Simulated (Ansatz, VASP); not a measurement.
**TiAl: VASP beside Ansatz**

```xyz
2
Lattice="2.8673 0.0000 0.0000 -1.4336 2.4831 0.0000 0.0000 0.0000 4.6781" Properties=species:S:1:pos:R:3 pbc="T T T"
Ti    0.0000    0.2250    0.0000
Al    0.0000    1.6554    2.3390
```

Change from the starting cell: one atom moved.

Alike in both runs: task single point; functional PBE; k mesh 15 × 15 × 8; occupations gaussian, width 0.1 eV; no spin polarisation.

|  | VASP | Ansatz |
| --- | --- | --- |
| version | VASP 6.6.1 | Ansatz 0.2.0 |
| potentials or method | VASP PAW PBE potentials, release 64 (Ti_sv, Al), cutoff 520 eV | scalar-relativistic, plane waves, PAW |
| valence electrons in the cell | 15 | 15 |

|  | VASP | Ansatz | Ansatz less VASP |
| --- | --- | --- | --- |
| gap on the k mesh at the Fermi level (eV) | none | none | - |
| pressure (GPa) | 0.6 | 0.7 | +0.10 |
| traceless stress, the component that is largest in VASP (GPa) | -3.12 | -3.10 | +0.016 |
| rms of the force components (eV/Å) | 0.316 | 0.317 | +0.0004 |

Atom by atom the forces differ by 0.000 eV/Å (rms over components). A gap of «none» marks a metal or a gap that the smearing closes.
